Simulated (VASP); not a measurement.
Write the native input for VASP 6.6.1 that does the following.

```yaml
Task: single point
Functional: PBEsol
Potentials_or_basis: VASP PAW PBE potentials, release 64 (Ni, Al)
Cutoff: 520 eV
k_mesh: 6 × 6 × 6
Occupations: fermi-dirac, width 0.05 eV
Spin: collinear spin, ferromagnetic start
Starting_moments: "[1.5, 1.5, 1.5, 0.0] μB"
Fixed_moment: 4.5 μB
Dipole_correction: no
Further_INCAR_settings: ALGO = Normal; EDIFF = 1e-06; NBANDS = 28
```

The structure of AlNi3 lies in POSCAR:

```
AlNi3
1.0
    3.5230547267      0.0000000000      0.0000000000
    0.0000000000      3.5230547267      0.0000000000
    0.0000000000      0.0000000000      3.5230547267
Ni Al
3 1
Direct
    0.5000000000      0.5000000000      0.0000000000
    0.5000000000      0.0000000000      0.5000000000
    0.0000000000      0.5000000000      0.5000000000
    0.0000000000      0.0000000000      0.0000000000
```

The input as run:

INCAR

```
ALGO     = Normal         # electronic algorithm
EDIFF    = 1E-6           # SCF threshold, eV
ENCUT    = 520            # plane-wave cutoff, eV
GGA      = PS             # functional
ISIF     = 2              # what is computed and relaxed
ISMEAR   = -1             # smearing method
ISPIN    = 2              # spin polarisation
LASPH    = T              # aspherical terms in the spheres
LCHARG   = T              # write CHGCAR
LELF     = T              # ELF
LMAXMIX  = 4              # l up to which the mixer works
LORBIT   = 11             # projections on sites
LREAL    = F              # projectors in reciprocal space
LVHAR    = T            
LWAVE    = F              # write WAVECAR
MAGMOM   = 1.5 1.5 1.5 0  # initial moments
NBANDS   = 28             # bands
NELM     = 150            # most SCF steps
NUPDOWN  = 4.5            # fixed moment
PREC     = Accurate       # precision mode
SIGMA    = 0.05           # smearing width, eV
```

KPOINTS

```
k-points
0
Gamma
  6 6 6
```

Potentials or basis: VASP PAW PBE potentials, release 64 (Ni, Al).

Launch:

```console
$ cat potpaw_PBE.64/Ni/POTCAR potpaw_PBE.64/Al/POTCAR > POTCAR
$ mpirun -np 1 vasp_std > vasp.out
```

Results of the run:

```json
{
 "Pressure": "14.6 GPa",
 "Net moment": "4.50 μB per cell",
 "Site moments": "Ni +1.30; Al +0.14 μB",
 "Valence electrons inside the program's atomic spheres": "Ni 9.39; Al 0.86"
}
```

Caveat: the PAW data sets were made with another functional, which shifts forces and pressure a little; the total moment is fixed, so each spin has its own Fermi level.

Wall time 47 s on 1 thread of AMD EPYC 7R43 64-Core Processor (Zen 3), with other jobs on the host, peak memory 0.15 GiB.
